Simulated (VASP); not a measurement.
Write the native input for VASP 6.6.1 that does the following.

- Task: single point
- Functional: r2SCAN
- Potentials or basis: VASP PAW PBE potentials, release 64 (Ba_sv, Ti_sv, O)
- Cutoff: 520 eV
- k mesh: 7 × 7 × 7
- Occupations: fermi-dirac, width 0.05 eV
- Spin: no spin polarisation
- Hubbard terms: Ti d U = 1.0 eV
- Dipole correction: no
- Further INCAR settings: ALGO = Normal; EDIFF = 1e-06; NBANDS = 28

Crystal: BaTiO3.

```
Ba Ti O
1.0
     2.82737    1.63238    2.31839
    -2.82737    1.63238    2.31839
     0.00000   -3.26476    2.31839
Ba Ti O
1 1 3
Direct
  0.00000 0.00000 0.00000
  0.48450 0.48450 0.48450
  0.50860 0.01750 0.50860
  0.01750 0.50860 0.50860
  0.50860 0.50860 0.01750
```

These files were run (other wordings do the same):

POSCAR

```
BaTiO3
1.0
    2.8273666084      1.6323808724      2.3183934932
   -2.8273666084      1.6323808724      2.3183934932
    0.0000000000     -3.2647617449      2.3183934932
Ba Ti O
1 1 3
Direct
    0.0000000000      0.0000000000      0.0000000000
    0.4845000000      0.4845000000      0.4845000000
    0.5086000000      0.0175000000      0.5086000000
    0.0175000000      0.5086000000      0.5086000000
    0.5086000000      0.5086000000      0.0175000000
```

INCAR.step1

```
  PREC = Accurate
  ENCUT = 520
  ISMEAR = -1
  SIGMA = 0.05
  LREAL = False
  LASPH = True
  NELM = 150
  LMAXMIX = 4
  LDAU = True
  LDAUTYPE = 2
  LDAUL = -1 2 -1
  LDAUU = 0 1 0
  LDAUJ = 0 0 0
  NBANDS = 28
  GGA = PE
  ALGO = Normal
  EDIFF = 1E-4
  LWAVE = True
  LCHARG = False
```

INCAR.step2

```
  PREC = Accurate
  ENCUT = 520
  EDIFF = 1E-6
  ISMEAR = -1
  SIGMA = 0.05
  LREAL = False
  LASPH = True
  NELM = 150
  ALGO = Normal
  ISIF = 2
  LWAVE = False
  LCHARG = False
  LMAXMIX = 4
  LDAU = True
  LDAUTYPE = 2
  LDAUL = -1 2 -1
  LDAUU = 0 1 0
  LDAUJ = 0 0 0
  LDAUPRINT = 1
  METAGGA = R2SCAN
  LMIXTAU = True
  NBANDS = 28
  ISTART = 1
```

KPOINTS

```
regular mesh
0
Gamma
  7 7 7
```

Potentials or basis: VASP PAW PBE potentials, release 64 (Ba_sv, Ti_sv, O).

Run with:

```bash
$ cat potpaw_PBE.64/Ba_sv/POTCAR potpaw_PBE.64/Ti_sv/POTCAR potpaw_PBE.64/O/POTCAR > POTCAR
$ cp INCAR.step1 INCAR
$ mpirun -np 1 vasp_std > vasp.out
$ cp INCAR.step2 INCAR
$ mpirun -np 1 vasp_std > vasp.out
```

It gave:

| Property | Result |
| --- | --- |
| Pressure | 4.8 GPa |
| Largest force | 0.540 eV/Å |
| Band gap on the k mesh | 2.95 eV, indirect (least direct gap 3.30 eV) |

Caveat: the PAW data sets were made with another functional, which shifts forces and pressure a little; spin-orbit coupling is left out, which moves the levels of the heavy elements.

Wall time 2 min on 1 thread of Intel(R) Xeon(R) 6975P-C (Granite Rapids), on a shared host, peak memory 0.22 GiB.
